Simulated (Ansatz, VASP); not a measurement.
One calculation of CdS, two programs

```
Cd S
1.0
     0.00000    2.86635    2.91000
     2.91000    0.00000    2.91000
     2.91000    2.86635    0.00000
Cd S
1 1
Direct
  0.00000 0.00000 0.00000
  0.75000 0.75000 0.75000
```

Change from the starting cell: strain -0.0150 x Voigt [0, 1, 0, 0, 0, 0], atoms carried along.

Alike in both runs: task single point; functional r2SCAN; k mesh 8 × 8 × 8; occupations gaussian, width 0.05 eV; no spin polarisation.

```csv
,VASP,Ansatz
version,VASP 6.6.1,Ansatz 0.2.0
potentials or method,"VASP PAW PBE potentials, release 64 (Cd, S), cutoff 520 eV","scalar-relativistic, plane waves, PAW"
valence electrons in the cell,18,26
```

```csv
,VASP,Ansatz,Ansatz less VASP
gap on the k mesh at the Fermi level (eV),1.61,1.61,+0.001
least direct gap on the mesh (eV),1.61,1.61,+0.001
pressure (GPa),3.4,3.0,-0.38
"traceless stress, the component that is largest in VASP (GPa)",0.14,0.14,+0.004
```

VASP's potentials were made for PBE, not for r2SCAN. The functional is the same, so the differences come from potentials, cutoffs and numerics. VASP's potentials hold 18 valence electrons a cell and Ansatz's 26, so a difference there can come from the potentials and not from the codes.
